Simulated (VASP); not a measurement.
Here is a VASP 6.6.1 calculation.

The input INCAR:

```
PREC = Accurate ; ENCUT = 520
EDIFF = 1E-7 ; ISMEAR = 0
SIGMA = 0.01 ; LREAL = F
LASPH = T ; NELM = 80
ALGO = Normal ; ISIF = 2
LWAVE = F ; LCHARG = F
GGA = PS ; NBANDS = 20
```

Contents of KPOINTS:

```
Automatic mesh
0
Gamma
  12 12 4
```

Contents of POSCAR:

```
SnSe2
1.0
    3.8775811135      0.0000000000      0.0000000000
   -1.9387905567      3.3580839390      0.0000000000
    0.0000000000      0.0000000000      6.2432006593
Sn Se
1 2
Direct
    0.0000000000      0.0000000000      0.0000000000
    0.3333333333      0.6666666667      0.2490000000
    0.6666666667      0.3333333333      0.7510000000
```

Potentials or basis: VASP PAW PBE potentials, release 64 (Sn_d, Se).

Command:

```bash
$ cat potpaw_PBE.64/Sn_d/POTCAR potpaw_PBE.64/Se/POTCAR > POTCAR
$ mpirun -np 1 vasp_std > vasp.out
```

(1) What does it give for the largest force?

(2) What does it give for the pressure?

(3) Estimate the band gap on the k mesh.

Answers

(1) 0.147 eV/Å.

(2) -0.9 GPa.

(3) 0.64 eV, indirect (least direct gap 0.80 eV).

Caveat: the PAW data sets were made with another functional, which shifts forces and pressure a little; spin-orbit coupling is left out, which moves the levels of the heavy elements; this functional lacks dispersion, which binds the layers, so the pressure and a relaxed spacing across them are unreliable.
